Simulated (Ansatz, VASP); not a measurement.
**Be3CdS4: VASP beside Ansatz**

```
CELL_PARAMETERS angstrom
5.16791 -0.00050 -0.00008
-0.00049 5.16982 0.00089
-2.58378 -2.58388 5.06245
ATOMIC_POSITIONS crystal
Be 0.75024 0.25010 0.50023
Be 0.24997 0.75014 0.49995
Be 0.50000 0.50001 0.99999
Cd 0.99960 0.99969 0.99982
S 0.58078 0.58074 0.72401
S 0.14333 0.14316 0.72432
S 0.41917 0.85706 0.27581
S 0.85692 0.41910 0.27588
```

Change from the starting cell: cell x1, atoms moved at random (sigma 0.05 Å) and cell strained at random (1.5 %), then relaxed without symmetry.

Alike in both runs: functional PBE; k mesh 4 × 4 × 4; occupations gaussian, width 0.1 eV; no spin polarisation.

Ansatz relaxed the structure, and its values are those at the end. VASP's run is a single point on that final structure, the one shown.

```csv
,VASP,Ansatz
version,VASP 6.6.1,Ansatz 0.2.0
potentials or method,"VASP PAW PBE potentials, release 64 (Be, Cd, S), cutoff 520 eV","scalar-relativistic, plane waves, PAW"
valence electrons in the cell,42,50
```

Ansatz gave:

| Property | Result |
| --- | --- |
| gap on the k mesh at the Fermi level (eV) | 3.20 |
| least direct gap on the mesh (eV) | 3.20 |
| pressure (GPa) | -0.1 |
| rms of the force components (eV/Å) | 0.003 |

Problem. What did VASP give for the same quantities?

Solution. gap on the k mesh at the Fermi level (eV): 3.21; least direct gap on the mesh (eV): 3.21; pressure (GPa): 0.1; rms of the force components (eV/Å): 0.016.

With one functional, cell and mesh, what is left measures potentials, basis and numerics. VASP's potentials hold 42 valence electrons a cell and Ansatz's 50, so a difference there can come from the potentials and not from the codes.
